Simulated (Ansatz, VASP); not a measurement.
## Two plane-wave programs on Se

Contents of INCAR:

```
SYSTEM = Se
PREC = Accurate ; ENCUT = 520
EDIFF = 1E-6 ; ISMEAR = 0
SIGMA = 0.15 ; LREAL = .FALSE.
LASPH = .TRUE. ; NELM = 60
ALGO = Normal ; ISIF = 2
LWAVE = .FALSE. ; LCHARG = .FALSE.
GGA = PE ; NBANDS = 13
```

Contents of KPOINTS:

```
regular mesh
0
G
  18 18 10
  0 0 0
```

Contents of POSCAR:

```
Se
1.0
    1.3803267357     -4.0793927926      0.0000000000
    1.3803267357      4.0793927926      0.0000000000
    0.0000000000      0.0000000000      4.6134314000
Se
2
Direct
    0.9356553200      0.0643446800      0.2500000000
    0.0643446800      0.9356553200      0.7500000000
```

Input for Ansatz:

```yaml
crystal:
  lattice:
    - [1.3803267357, -4.0793927926, 0.0]
    - [1.3803267357, 4.0793927926, 0.0]
    - [0.0, 0.0, 4.6134314]
  atoms:
    - { symbol: Se, position: [0.93565532, 0.06434468, 0.25] }
    - { symbol: Se, position: [0.06434468, 0.93565532, 0.75] }
basis:
  ecutwfc: 420
kpoints:
  mp_grid: { grid: [18, 18, 10] }
hamiltonian:
  xc: pbe
scf:
  occupations: { method: gaussian, width: 0.15 }
output:
  forces: true
  stress: true
  eigenvalues: true
```

Change from the starting cell: strain -0.0100 x Voigt [1, -1, 0, 0, 0, 0], atoms carried along.

Alike in both runs: task single point; functional PBE; k mesh 18 × 18 × 10; occupations gaussian, width 0.15 eV; no spin polarisation.

|  | VASP | Ansatz |
| --- | --- | --- |
| version | VASP 6.6.1 | Ansatz 0.2.0 |
| potentials or method | VASP PAW PBE potentials, release 64 (Se), cutoff 520 eV | scalar-relativistic, plane waves, PAW |
| valence electrons in the cell | 12 | 32 |

```tsv
	VASP	Ansatz	Ansatz less VASP
gap on the k mesh at the Fermi level (eV)	none	none	-
pressure (GPa)	2.1	2.0	-0.05
traceless stress, the component that is largest in VASP (GPa)	-1.56	-1.53	+0.029
rms of the force components (eV/Å)	0.054	0.057	+0.0030
```

Atom by atom the forces differ by 0.003 eV/Å (rms over components). A gap of «none» marks a metal or a gap that the smearing closes. The functional is the same, so the differences come from potentials, cutoffs and numerics. VASP's potentials hold 12 valence electrons a cell and Ansatz's 32, so a difference there can come from the potentials and not from the codes.
